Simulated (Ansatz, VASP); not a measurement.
## Bi in VASP and in Ansatz

```
Bi
1.0
     0.00000    2.47037    2.47037
     2.47037    0.00000    2.47037
     2.47037    2.47037    0.00000
Bi
1
Cartesian
  0.0000 0.0000 0.0000
```

Alike in both runs: task single point; functional RPBE; k mesh 12 × 12 × 12; occupations fermi-dirac, width 0.1 eV; no spin polarisation.

|  | VASP | Ansatz |
| --- | --- | --- |
| version | VASP 6.6.1 | Ansatz 0.2.0 |
| potentials or method | VASP PAW PBE potentials, release 64 (Bi_d), cutoff 520 eV | plane waves (420 eV) with PAW, scalar-relativistic |
| valence electrons in the cell | 15 | 15 |

```csv
,VASP,Ansatz,Ansatz less VASP
pressure (GPa),4.4,4.5,+0.04
```

VASP's potentials were made for PBE, not for RPBE.

Neither program's run includes spin-orbit coupling.
